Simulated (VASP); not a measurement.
# CaF4: single point with PBE+D3(BJ)

CaF4:

```
Ca F
1.0
    -2.68224    2.68224    2.68224
     2.68224   -2.68224    2.68224
     2.68224    2.68224   -2.68224
Ca F
1 4
Direct
  0.00000 0.00000 0.00000
  0.50000 0.50000 0.50000
  0.50000 0.00000 0.00000
  0.00000 0.00000 0.50000
  0.00000 0.50000 0.00000
```

```yaml
Program: VASP 6.6.1
Task: single point
Functional: PBE
Dispersion: D3(BJ)
Potentials_or_basis: VASP PAW PBE potentials, release 64 (Ca_sv, F)
Cutoff: 520 eV
k_mesh: 10 × 10 × 10
Occupations: gaussian, width 0.2 eV
Spin: collinear spin
Starting_moments: "[0.0, 0.55, 0.55, 0.55, 0.55] μB"
```

```json
{
 "Pressure": "0.0 GPa",
 "Band gap on the k mesh": "zero (filled and empty bands overlap)",
 "Net moment": "2.00 μB per cell",
 "Site moments": "Ca -0.01; F +0.46 μB",
 "Valence electrons inside the program's atomic spheres": "Ca 8.11; F 5.95",
 "Dispersion energy per atom": "-0.083 eV"
}
```

Levels at points of the mesh, in eV from the Fermi level:
Spin up:
```tsv
k point	band 17	band 18	band 19	band 20	band 21	band 22	band 23	band 24
(0.00, 0.00, 0.00)	-0.94	-0.81	-0.61	-0.61	8.45	8.96	8.96	10.21
(0.50, 0.00, 0.00)	-1.48	-1.42	-0.85	-0.80	9.52	9.81	10.39	10.42
(0.50, 0.50, 0.50)	-0.99	-0.77	-0.77	-0.77	9.87	9.87	11.75	11.75
```
Spin down:
```csv
k point,band 15,band 16,band 17,band 18,band 19,band 20,band 21,band 22
"(0.00, 0.00, 0.00)",-0.34,-0.03,-0.03,-0.03,0.52,0.52,8.65,8.96
"(0.50, 0.00, 0.00)",-0.92,-0.77,-0.54,-0.37,0.18,0.20,9.60,9.85
"(0.50, 0.50, 0.50)",-0.12,-0.12,-0.12,0.35,0.35,0.35,10.02,10.02
```

Run time: 2.4 min on 1 thread of Intel(R) Xeon(R) Platinum 8488C (Sapphire Rapids) (shared host), peak memory 0.35 GiB.
